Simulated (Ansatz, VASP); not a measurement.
## Two plane-wave programs on Ca

```
CELL_PARAMETERS angstrom
0.00000 2.79420 2.79420
2.65449 0.00000 2.79420
2.65449 2.79420 0.00000
ATOMIC_POSITIONS crystal
Ca 0.00000 0.00000 0.00000
```

Change from the starting cell: strain -0.0500 x Voigt [1, 0, 0, 0, 0, 0], atoms carried along.

Alike in both runs: task single point; functional PBEsol; k mesh 14 × 14 × 14; occupations gaussian, width 0.15 eV; no spin polarisation.

```csv
,VASP,Ansatz
version,VASP 6.6.1,Ansatz 0.2.0
potentials or method,"VASP PAW PBE potentials, release 64 (Ca_sv), cutoff 520 eV","scalar-relativistic, plane waves, PAW"
valence electrons in the cell,10,10
```

```tsv
	VASP	Ansatz	Ansatz less VASP
gap on the k mesh at the Fermi level (eV)	none	none	-
pressure (GPa)	-0.4	-0.4	-0.01
traceless stress, the component that is largest in VASP (GPa)	0.20	0.20	0.000
```

VASP's potentials were made for PBE, not for PBEsol. A gap of «none» marks a metal or a gap that the smearing closes. With one functional, cell and mesh, what is left measures potentials, basis and numerics.
